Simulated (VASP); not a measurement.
# ZnSe (I-4m2) in VASP: notebook

The runs below take ZnSe through single point, with PBE, r2SCAN.

Program: VASP 6.6.1. These are calculated values, not measurements. Logs are shortened: lines on timing, memory, paths and dates and some standing lists are left out, and cuts for length are marked.

## Step 1: The cell of the first run

It takes space group I-4m2 (No. 119, tetragonal). Conventional cell: a = 4.006 Å, b = 4.006 Å, c = 5.799 Å, α = 90.00°, β = 90.00°, γ = 90.00°. Zn (site symmetry -4m2) has 4 Se at 2.47 Å within 3.3 Å. Within 3.3 Å of Se (site symmetry -4m2) lie 4 Zn at 2.47 Å.

## Step 2: Single point, PBE (uniaxial x strain +2.4%)

Input file INCAR:

```
ALGO = Normal
EDIFF = 1E-7
ENCUT = 520
GGA = PE
ISIF = 2
ISMEAR = -1
LASPH = T
LCHARG = F
LREAL = F
LWAVE = F
NBANDS = 16
NELM = 80
PREC = Accurate
SIGMA = 0.02
```

Input file KPOINTS:

```
k-points
0
Gamma
  8 8 8
```

Input file POSCAR:

```
ZnSe
1.0
    0.0000000000      2.8324246775      2.8324246775
    2.8992698999      0.0000000000      2.8324246775
    2.8992698999      2.8324246775      0.0000000000
Zn Se
1 1
Direct
    0.0000000000      0.0000000000      0.0000000000
    0.2500000000      0.2500000000      0.2500000000
```

Potentials or basis: VASP PAW PBE potentials, release 64 (Zn, Se).

Command:

```bash
cat potpaw_PBE.64/Zn/POTCAR potpaw_PBE.64/Se/POTCAR > POTCAR
mpirun -np 1 vasp_std > vasp.out
```

OUTCAR:

```text
EDIFF = 1E-7
   ENCUT = 520
   GGA = PE
   ISIF = 2
   ISMEAR = -1
   LASPH = T
   LREAL = F
   NELM = 80
   PREC = Accurate

 ion  position               nearest neighbor table
   1  0.000  0.000  0.000-   2 2.47   2 2.47   2 2.47   2 2.47
   2  0.250  0.250  0.250-   1 2.47   1 2.47   1 2.47   1 2.47

  LATTYP: Found a body centered tetragonal cell.
 ALAT       =     4.0056533933
 C/A-ratio  =     1.4475890025

  Lattice vectors:

 A1 = (   2.8992698999,   0.0000000000,   2.8324246775)
 A2 = (   2.8992698999,   0.0000000000,  -2.8324246775)
 A3 = (  -2.8992698999,   2.8324246775,   0.0000000000)

Analysis of symmetry for initial positions (statically):
=====================================================================
 Subroutine PRICEL returns:
 Original cell was already a primitive cell.

 Routine SETGRP: Setting up the symmetry group for a
 body centered tetragonal supercell.

 Subroutine GETGRP returns: Found  8 space group operations
 (whereof  8 operations were pure point group operations)
 out of a pool of 16 trial point group operations.

The static configuration has the point symmetry D_2d.

Analysis of symmetry for dynamics (positions and initial velocities):
=====================================================================
 Subroutine PRICEL returns:
 Original cell was already a primitive cell.

 Routine SETGRP: Setting up the symmetry group for a
 body centered tetragonal supercell.

 Subroutine GETGRP returns: Found  8 space group operations
 (whereof  8 operations were pure point group operations)
 out of a pool of 16 trial point group operations.

The dynamic configuration has the point symmetry D_2d.

 Subroutine INISYM returns: Found  8 space group operations
 (whereof  8 operations are pure point group operations),
 and found     1 'primitive' translations

----------------------------------------------------------------------------------------

                                     Primitive cell

  volume of cell :      46.5195

  direct lattice vectors                    reciprocal lattice vectors
     0.000000000  2.832424678  2.832424678    -0.172457211  0.176527201  0.176527201
     2.899269900  0.000000000  2.832424678     0.172457211 -0.176527201  0.176527201
     2.899269900  2.832424678  0.000000000     0.172457211  0.176527201 -0.176527201

  length of vectors
     4.005653393  4.053195715  4.053195715     0.303422469  0.303422469  0.303422469

  position of ions in fractional coordinates (direct lattice)
     0.000000000  0.000000000  0.000000000
     0.250000000  0.250000000  0.250000000

  ion indices of the primitive-cell ions
   primitive index   ion index
                 1           1
                 2           2

----------------------------------------------------------------------------------------

 KPOINTS: k-points

Automatic generation of k-mesh.
 Grid dimensions read from file:
 generate k-points for:    8    8    8

 Generating k-lattice:

  Cartesian coordinates                     Fractional coordinates (reciprocal lattice)
    -0.021557151  0.022065900  0.022065900     0.125000000  0.000000000  0.000000000
     0.021557151 -0.022065900  0.022065900     0.000000000  0.125000000 -0.000000000
     0.021557151  0.022065900 -0.022065900     0.000000000 -0.000000000  0.125000000

  Length of vectors
     0.037927809  0.037927809  0.037927809

  Shift w.r.t. Gamma in fractional coordinates (k-lattice)
     0.000000000  0.000000000  0.000000000

 Subroutine IBZKPT returns following result:
 ===========================================

 Found     59 irreducible k-points:

 Following reciprocal coordinates:
            Coordinates               Weight
  0.000000  0.000000  0.000000      1.000000
  0.125000  0.000000  0.000000      8.000000
  0.250000  0.000000  0.000000      8.000000
  0.375000  0.000000  0.000000      8.000000
  0.500000  0.000000  0.000000      4.000000
  0.125000  0.125000  0.000000      4.000000
[... 16 lines left out ...]
  0.250000  0.125000  0.125000      4.000000
  0.375000  0.125000  0.125000      8.000000
 [... further k-points ...]
   k-points           NKPTS =     59   k-points in BZ     NKDIM =     59   number of bands    NBANDS=     16
   number of dos      NEDOS =    301   number of ions     NIONS =      2
   total plane-waves  NPLWV =  27000
   dimension x,y,z NGX =    30 NGY =   30 NGZ =   30
   dimension x,y,z NGXF=    60 NGYF=   60 NGZF=   60
   ions per type =               1   1
   NGX,Y,Z   is equivalent  to a cutoff of  12.45, 12.30, 12.30 a.u.
   NGXF,Y,Z  is equivalent  to a cutoff of  24.90, 24.61, 24.61 a.u.
 SYSTEM =  unknown system
   PREC   = accura    normal or accurate (medium, high low for compatibility)
   ISTART =      0    job   : 0-new  1-cont  2-samecut
   ICHARG =      2    charge: 1-file 2-atom 10-const
   ISPIN  =      1    spin polarized calculation?
   LNONCOLLINEAR =      F non collinear calculations
   LSORBIT =      F    spin-orbit coupling
   LASPH  =      T    aspherical Exc in radial PAW
   ENCUT  =  520.0 eV  38.22 Ry    6.18 a.u.   7.45  7.54  7.54*2*pi/ulx,y,z
   NELM   =     80;   NELMIN=  2; NELMDL= -5     # of ELM steps
   EDIFF  = 0.1E-06   stopping-criterion for ELM
   LREAL  =      F    real-space projection
   EDIFFG = 0.1E-05   stopping-criterion for IOM
   NSW    =      0    number of steps for IOM
   IBRION =     -1    ionic relax: 0-MD 1-quasi-New 2-CG
   NFREE  =      0    steps in history (QN), initial steepest desc. (CG)
   ISIF   =      2    stress and relaxation
   ISYM   =      2    0-nonsym 1-usesym 2-fastsym
   POTIM  = 0.5000    time-step for ionic-motion
   TEBEG  =    0.0;   TEEND  =   0.0 temperature during run
   PSTRESS=    0.0 pullay stress
   NELECT =      18.0000    total number of electrons
   NUPDOWN=      -1.0000    fix difference up-down
   EMIN   =  10.00;   EMAX   =-10.00  energy-range for DOS
   EFERMI =   0.00;   METHOD = LEGACY
   ISMEAR =    -1;   SIGMA  =   0.02  broadening in eV -4-tet -1-fermi 0-gaus
   EFERMI_NEDOS =   21; number of points for ismear=-14 and -15
   IALGO  =     38    algorithm
   IMIX   =      4    mixing-type and parameters
     AMIX     =   0.40;   BMIX     =  1.00
     AMIX_MAG =   1.60;   BMIX_MAG =  1.00
  volume/ion in A,a.u.               =      23.26       156.96
  Fermi-wavevector in a.u.,A,eV,Ry     =   1.192945  2.254340 19.362703  1.423119
  Thomas-Fermi vector in A             =   2.328971
   LORBIT       =      0    0 simple, 1 ext, 2 COOP (PROOUT), +10 PAW based schemes
   GGA     = PE    functional components
   LHFCALC =     F    Hartree Fock is set to
   AEXX    =    0.0000 exact exchange contribution
   IVDW    =     0    specifies the selected vdW correction
   LEPSILON=     F    determine dielectric tensor
   LRPA    =     F    only Hartree local field effects (RPA)
 non-spin polarized calculation
  energy-cutoff  :      520.00
  volume of cell :       46.52
 maximum number of plane-waves:      1271
 NGX is ok and might be reduce to    30
   NGX = 15   NGY = 15   NGZ = 15

 number of electron      18.0000019 magnetization

 Free energy of the ion-electron system (eV)
  ---------------------------------------------------
  ext. energy  EPLUGINS =         0.00000000
  ---------------------------------------------------
  free energy    TOTEN  =        -6.02852153 eV

  energy without entropy =       -6.02852153  energy(sigma->0) =       -6.02852153

 E-fermi :   1.8468     XC(G=0):  -9.2226

 val. band max:        1.4567544675   @ k =   0.0000   0.0000   0.0000
 cond. band min:       2.6280725432   @ k =   0.0000   0.0000   0.0000
 fundamental gap:      1.1713180758
 Fermi energy:         1.8467657744

 k-point     1 :       0.0000    0.0000    0.0000
  band No.  band energies     occupation
      1     -11.6922      2.00000
      2      -5.0472      2.00000
      3      -5.0367      2.00000
      4      -5.0367      2.00000
      5      -4.6923      2.00000
      6      -4.6890      2.00000
[... 8 lines left out ...]
     15      12.6229      0.00000
     16      13.0507      0.00000

 k-point     2 :       0.1250    0.0000    0.0000
  band No.  band energies     occupation
      1     -11.5957      2.00000
      2      -5.0357      2.00000
      3      -5.0255      2.00000
      4      -5.0214      2.00000
      5      -4.6930      2.00000
      6      -4.6908      2.00000
[... 8 lines left out ...]
     15      12.1587      0.00000
     16      12.2289      0.00000

 k-point     3 :       0.2500    0.0000    0.0000
  band No.  band energies     occupation
      1     -11.3457      2.00000
      2      -4.9981      2.00000
      3      -4.9874      2.00000
      4      -4.9739      2.00000
      5      -4.6909      2.00000
      6      -4.6898      2.00000
[... 8 lines left out ...]
     15      11.9008      0.00000
     16      12.1625      0.00000

 k-point     4 :       0.3750    0.0000    0.0000
  band No.  band energies     occupation
      1     -11.0662      2.00000
      2      -4.9717      2.00000
      3      -4.9596      2.00000
      4      -4.7861      2.00000
      5      -4.6829      2.00000
      6      -4.6774      2.00000
[... 8 lines left out ...]
     15      12.8927      0.00000
     16      12.9820      0.00000
[... 324 lines left out ...]
 k-point    22 :       0.0000    0.1250    0.1250
  band No.  band energies     occupation
      1     -11.5670      2.00000
      2      -5.0521      2.00000
      3      -5.0079      2.00000
      4      -5.0079      2.00000
      5      -4.7033      2.00000
      6      -4.6830      2.00000
[... 8 lines left out ...]
     15      12.4947      0.00000
     16      13.2601      0.00000

 k-point    23 :       0.2500    0.1250    0.1250
  band No.  band energies     occupation
      1     -11.4445      2.00000
      2      -5.0197      2.00000
      3      -5.0031      2.00000
      4      -4.9952      2.00000
      5      -4.7006      2.00000
      6      -4.6826      2.00000
[... 8 lines left out ...]
     15      12.1292      0.00000
     16      13.2208      0.00000

 k-point    24 :       0.3750    0.1250    0.1250
  band No.  band energies     occupation
      1     -11.1802      2.00000
      2      -4.9748      2.00000
      3      -4.9671      2.00000
      4      -4.9178      2.00000
      5      -4.7023      2.00000
      6      -4.6666      2.00000
[... 8 lines left out ...]
     15      12.7117      0.00000
     16      13.6995      0.00000

 [... further k-points ...]

------------------------ aborting loop because EDIFF is reached ----------------------------------------

  FORCE on cell =-STRESS in cart. coord.  units (eV):
  Direction    XX          YY          ZZ          XY          YZ          ZX
  --------------------------------------------------------------------------------------
  -------------------------------------------------------------------------------------
  Total        0.1086090      0.3498933      0.3498933      0.0000000      0.0000000      0.0000000
  in kB        3.7405965     12.0506605     12.0506605      0.0000000      0.0000000      0.0000000
  external PRESSURE =       9.2806392 kB  Pullay stress =       0.0000000 kB

 VOLUME and BASIS-vectors are now :
 -----------------------------------------------------------------------------
  energy-cutoff  :      520.00
  volume of cell :       46.52
      direct lattice vectors                 reciprocal lattice vectors
     0.000000000  2.832424678  2.832424678    -0.172457211  0.176527201  0.176527201
     2.899269900  0.000000000  2.832424678     0.172457211 -0.176527201  0.176527201
     2.899269900  2.832424678  0.000000000     0.172457211  0.176527201 -0.176527201

 POSITION                                       TOTAL-FORCE (eV/Angst)
 -----------------------------------------------------------------------------------
      0.00000      0.00000      0.00000        -0.000000      0.000000      0.000000
      1.44963      1.41621      1.41621         0.000000     -0.000000     -0.000000
 -----------------------------------------------------------------------------------
    total drift:                               -0.000002     -0.000001     -0.000001

  FREE ENERGIE OF THE ION-ELECTRON SYSTEM (eV)
  ---------------------------------------------------
  free  energy   TOTEN  =        -6.0285215251 eV

  energy  without entropy=       -6.0285215251  energy(sigma->0) =       -6.02852153
```

Run time: 82 s. Hardware: 1 thread of Intel Xeon 8259CL, shared host; peak memory 0.2 GiB.

What came out:

```yaml
Free_energy: -6.0285 eV
Pressure: 0.9 GPa
Band_gap_on_the_k_mesh: 1.17 eV
```

Levels at points of the mesh, in eV from the valence-band top:
```
           k point  band 5  band 6  band 7  band 8  band 9  band 10  band 11  band 12  band 13  band 14
(0.00, 0.00, 0.00)   -6.15   -6.15   -0.09    0.00    0.00     1.17     5.78     5.78     5.79     9.81
(0.50, 0.00, 0.00)   -6.13   -6.00   -5.12   -0.93   -0.80     2.47     6.27     6.45     8.49    10.83
(0.50, 0.50, 0.00)   -6.10   -5.97   -4.64   -2.20   -2.16     2.97     3.36    10.62    10.93    11.16
(0.00, 0.50, 0.50)   -6.10   -5.99   -4.77   -2.05   -2.05     3.07     3.57    10.41    11.08    11.08
```

Caveat: the cell differs from its parent crystal (uniaxial x strain +2.4%).

## Step 3: Single point, r2SCAN (uniaxial x strain +2.4%)

POSCAR is that of step 2.

Input file INCAR.step1:

```
SYSTEM = ZnSe
ALGO = Normal ; EDIFF = 1E-4
ENCUT = 520 ; GGA = PE
ISMEAR = 0 ; LASPH = .True.
LCHARG = .False. ; LREAL = .False.
LWAVE = .True. ; NBANDS = 16
NELM = 80 ; PREC = Accurate
SIGMA = 0.01
```

Input file INCAR.step2:

```
SYSTEM = ZnSe
ALGO = Normal ; EDIFF = 1E-6
ENCUT = 520 ; ISIF = 2
ISMEAR = 0 ; ISTART = 1
LASPH = .True. ; LCHARG = .True.
LELF = .True. ; LMIXTAU = .True.
LREAL = .False. ; LVHAR = .True.
LWAVE = .False. ; METAGGA = R2SCAN
NBANDS = 16 ; NELM = 80
PREC = Accurate ; SIGMA = 0.01
```

Input file KPOINTS:

```
k-points
0
Gamma
  8 8 8
  0 0 0
```

Potentials or basis: VASP PAW PBE potentials, release 64 (Zn, Se).

Command:

```bash
cat potpaw_PBE.64/Zn/POTCAR potpaw_PBE.64/Se/POTCAR > POTCAR
cp INCAR.step1 INCAR
mpirun -np 1 vasp_std > vasp.out
cp INCAR.step2 INCAR
mpirun -np 1 vasp_std > vasp.out
```

It took 4.4 min on 1 thread of Intel Xeon 8259CL, shared host; peak memory 0.2 GiB.

It converged, with:

```yaml
Free_energy: -24.9026 eV
Pressure: -1.3 GPa
Band_gap_on_the_k_mesh: 1.74 eV
```

Stress tensor (GPa, compression positive):
```
-1.94  0.00  0.00
 0.00 -1.04  0.00
 0.00  0.00 -1.04
```

Levels at points of the mesh, in eV from the valence-band top:
```tsv
k point	band 5	band 6	band 7	band 8	band 9	band 10	band 11	band 12	band 13	band 14
(0.00, 0.00, 0.00)	-6.26	-6.26	-0.09	0.00	0.00	1.74	6.29	6.29	6.31	10.46
(0.50, 0.00, 0.00)	-6.24	-6.12	-5.19	-0.95	-0.81	2.97	6.76	6.93	8.98	11.54
(0.50, 0.50, 0.00)	-6.21	-6.08	-4.68	-2.24	-2.20	3.32	3.77	11.37	11.73	11.97
(0.00, 0.50, 0.50)	-6.22	-6.11	-4.81	-2.10	-2.10	3.43	3.99	11.15	11.89	11.89
```

Caveat: the cell differs from its parent crystal (uniaxial x strain +2.4%); the PAW data sets were made with another functional, which shifts forces and pressure a little.
